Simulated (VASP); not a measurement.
# BiTe in VASP: notebook, part 2 of 2

VASP 6.6.1. The steps go on from the part before.

## 6. Single point, PBEsol

This run uses another cell than the first one, of 45.15 Å³/atom, 1.042 times its volume.

Input file INCAR:

```
SYSTEM = BiTe
  PREC = Accurate
  ENCUT = 520
  EDIFF = 1E-6
  ISMEAR = 0
  SIGMA = 0.05
  LREAL = .FALSE.
  LASPH = .TRUE.
  NELM = 100
  ALGO = Normal
  ISIF = 2
  LWAVE = .FALSE.
  LCHARG = .TRUE.
  GGA = PS
  LELF = .TRUE.
  LVHAR = .TRUE.
  NBANDS = 18
```

Input file KPOINTS:

```
regular mesh
0
G
  8 8 8
  0 0 0
```

Input file POSCAR:

```
BiTe
1.0
   -0.0178037698      3.5607539698      3.5607539698
    3.5429502000      0.0000000000      3.5429502000
    3.5607539698      3.5607539698     -0.0178037698
Bi Te
1 1
Direct
    0.0000000000      0.0000000000      0.0000000000
    0.2500000000      0.2500000000      0.2500000000
```

Potentials or basis: VASP PAW PBE potentials, release 64 (Bi_d, Te).

Run with:

```sh
> cat potpaw_PBE.64/Bi_d/POTCAR potpaw_PBE.64/Te/POTCAR > POTCAR
> mpirun -np 1 vasp_std > vasp.out
```

OUTCAR:

```text
SYSTEM = BiTe
   PREC = Accurate
   ENCUT = 520
   EDIFF = 1E-6
   ISMEAR = 0
   LREAL = .FALSE.
   LASPH = .TRUE.
   NELM = 100
   ISIF = 2
   GGA = PS

 ion  position               nearest neighbor table
   1  0.000  0.000  0.000-   2 3.07   2 3.07   2 3.09   2 3.09
   2  0.250  0.250  0.250-   1 3.07   1 3.07   1 3.09   1 3.09

  LATTYP: Found a body centered orthorhombic cell.
 ALAT       =     5.0104882237
 B/A-ratio  =     1.0100502512
 C/A-ratio  =     1.4213201632

  Lattice vectors:

 A1 = (   3.5607539698,  -3.5607539698,  -0.0178037698)
 A2 = (  -3.5607539698,  -3.5607539698,   0.0178037698)
 A3 = (   0.0178037698,   3.5607539698,  -3.5607539698)

Analysis of symmetry for initial positions (statically):
=====================================================================
 Subroutine PRICEL returns:
 Original cell was already a primitive cell.

 Routine SETGRP: Setting up the symmetry group for a
 body centered orthorhombic supercell.

 Subroutine GETGRP returns: Found  4 space group operations
 (whereof  4 operations were pure point group operations)
 out of a pool of  8 trial point group operations.

The static configuration has the point symmetry C_2v.

Analysis of symmetry for dynamics (positions and initial velocities):
=====================================================================
 Subroutine PRICEL returns:
 Original cell was already a primitive cell.

 Routine SETGRP: Setting up the symmetry group for a
 body centered orthorhombic supercell.

 Subroutine GETGRP returns: Found  4 space group operations
 (whereof  4 operations were pure point group operations)
 out of a pool of  8 trial point group operations.

The dynamic configuration has the point symmetry C_2v.

 Subroutine INISYM returns: Found  4 space group operations
 (whereof  4 operations are pure point group operations),
 and found     1 'primitive' translations
[... 104 lines left out ...]
   TEBEG  =    0.0;   TEEND  =   0.0 temperature during run
   PSTRESS=    0.0 pullay stress
   NELECT =      21.0000    total number of electrons
   NUPDOWN=      -1.0000    fix difference up-down
   EMIN   =  10.00;   EMAX   =-10.00  energy-range for DOS
   EFERMI =   0.00;   METHOD = LEGACY
   ISMEAR =     0;   SIGMA  =   0.05  broadening in eV -4-tet -1-fermi 0-gaus
   EFERMI_NEDOS =   21; number of points for ismear=-14 and -15
   IALGO  =     38    algorithm
   IMIX   =      4    mixing-type and parameters
     AMIX     =   0.40;   BMIX     =  1.00
     AMIX_MAG =   1.60;   BMIX_MAG =  1.00
  volume/ion in A,a.u.               =      45.15       304.66
  Fermi-wavevector in a.u.,A,eV,Ry     =   1.006776  1.902531 13.790841  1.013598
  Thomas-Fermi vector in A             =   2.139540
   LORBIT       =      0    0 simple, 1 ext, 2 COOP (PROOUT), +10 PAW based schemes
   GGA     = PS    functional components
   LHFCALC =     F    Hartree Fock is set to
   AEXX    =    0.0000 exact exchange contribution
   IVDW    =     0    specifies the selected vdW correction
   LEPSILON=     F    determine dielectric tensor
   LRPA    =     F    only Hartree local field effects (RPA)
 non-spin polarized calculation
 Gauss-broadening in eV      SIGMA  =   0.05
  energy-cutoff  :      520.00
  volume of cell :       90.29
 maximum number of plane-waves:      2446
 NGX is ok and might be reduce to    40
   NGX = 19   NGY = 19   NGZ = 19

 number of electron      21.0000004 magnetization

 Free energy of the ion-electron system (eV)
  ---------------------------------------------------
  ext. energy  EPLUGINS =         0.00000000
  ---------------------------------------------------
  free energy    TOTEN  =        -7.30304903 eV

  energy without entropy =       -7.29906361  energy(sigma->0) =       -7.30105632

 E-fermi :   4.1143     XC(G=0):  -8.1150

 val. band max:        4.1062353487   @ k =   0.3750  -0.2500   0.3750
 cond. band min:       4.1145991437   @ k =   0.3750  -0.2500   0.2500
 fundamental gap:      0.0083637950
 Fermi energy:         4.1142504342

 k-point     1 :       0.0000    0.0000    0.0000
  band No.  band energies     occupation
      1     -19.2802      2.00000
      2     -19.2765      2.00000
      3     -19.2729      2.00000
      4     -19.2605      2.00000
      5     -19.2603      2.00000
      6      -9.2568      2.00000
[... 481 lines left out ...]
      5     -19.2597      2.00000
      6      -8.4489      2.00000
[... 10 lines left out ...]
     17      11.9585      0.00000
     18      12.7694      0.00000

 [... further k-points ...]
[... 5 lines left out ...]
  --------------------------------------------------------------------------------------
  -------------------------------------------------------------------------------------
  Total       -0.0253891     -0.0040048     -0.0253891      0.0000000      0.0000000     -0.0670769
  in kB       -0.4505189     -0.0710632     -0.4505189      0.0000000      0.0000000     -1.1902509
  external PRESSURE =      -0.3240337 kB  Pullay stress =       0.0000000 kB

 VOLUME and BASIS-vectors are now :
 -----------------------------------------------------------------------------
  energy-cutoff  :      520.00
  volume of cell :       90.29
      direct lattice vectors                 reciprocal lattice vectors
    -0.017803770  3.560753970  3.560753970    -0.139721093  0.140419699  0.139721093
     3.542950200  0.000000000  3.542950200     0.141125325 -0.140419699  0.141125325
     3.560753970  3.560753970 -0.017803770     0.139721093  0.140419699 -0.139721093

 POSITION                                       TOTAL-FORCE (eV/Angst)
 -----------------------------------------------------------------------------------
      0.00000      0.00000      0.00000         0.000000     -0.000394      0.000000
      1.77148      1.78038      1.77148        -0.000000      0.000394     -0.000000
 -----------------------------------------------------------------------------------
    total drift:                               -0.000000      0.000720     -0.000000

  FREE ENERGIE OF THE ION-ELECTRON SYSTEM (eV)
  ---------------------------------------------------
  free  energy   TOTEN  =        -7.3030490301 eV

  energy  without entropy=       -7.2990636086  energy(sigma->0) =       -7.30105632
```

stdout:

```text
POSCAR found type information on POSCAR BiTe
 POSCAR found :  2 types and       2 ions
 scaLAPACK will be used
 -----------------------------------------------------------------------------
|                                                                             |
|                                                                             |
|     You enforced a specific xc type in the INCAR file but a different       |
|     I HOPE YOU KNOW WHAT YOU ARE DOING!                                     |
|                                                                             |
 -----------------------------------------------------------------------------

 LDA part: xc-table for (Slater+PW92), standard interpolation
 POSCAR, INCAR and KPOINTS ok, starting setup
 FFT: planning ... GRIDC
 FFT: planning ... GRID_SOFT
 FFT: planning ... GRID
 WAVECAR not read
 entering main loop
```

It took 3.3 min on 1 thread of Intel Xeon Platinum 8488C (Sapphire Rapids), shared host; peak memory 0.34 GiB.

Results:

```
Free energy : -7.3030 eV
Pressure    : 0.0 GPa
```

Caveat: the PAW data sets were made with another functional, which shifts forces and pressure a little; spin-orbit coupling is left out, which moves the levels of the heavy elements.

## 7. Overview

```csv
cell,gap on the mesh (eV),pressure (GPa)
"a = 4.968 Å, angles 60.0°, 2 atoms",none,1.4
"a = 5.002 Å, angles 60.0°, 2 atoms",none,0.6
"a = 5.036 Å, angles 60.0°, 2 atoms",none,0.0
"a = 5.102 Å, angles 60.0°, 2 atoms",none,-1.2
"a = 5.036, b = 5.010 Å, angles 60.2, 60.3, 60.2°, 2 atoms",none,0.0
```

Alike in all rows: task single point; level PBEsol; potentials or basis VASP PAW PBE potentials, release 64 (Bi_d, Te); no spin polarisation; k mesh 8 × 8 × 8; cutoff (eV) 520; smearing gaussian 0.05 eV.

Caveats: the PAW data sets were made with another functional, which shifts forces and pressure a little; spin-orbit coupling is left out, which moves the levels of the heavy elements.

Total energies depend on the potentials used, so only differences within one code and one set of settings carry meaning.
